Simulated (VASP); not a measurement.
Runs of VASP 6.6.1 on Li4Si. The structure is that of space group Pm-3m (No. 221), or close to it. The cells are those of the table. 

```csv
cell,k mesh,smearing,gap on the mesh (eV)
"a = 4.100 Å, 5 atoms",4 × 4 × 4,gaussian 0.1 eV,(a)
"a = 4.835 Å, 5 atoms",8 × 8 × 8,gaussian 0.1 eV,none
"a = 4.835 Å, 5 atoms",8 × 8 × 8,gaussian 0.01 eV,none
"a = 4.821 Å, 5 atoms",4 × 4 × 4,gaussian 0.1 eV,0.16
```

Alike in all rows: task single point; level PBE; potentials or basis VASP PAW PBE potentials, release 64 (Li_sv, Si); no spin polarisation; cutoff (eV) 520.

Question: Estimate the missing entries.

Answer: (a) 0.04.

A k mesh can miss the band edges.

A gap of «none» marks levels without a gap at the run's occupations.
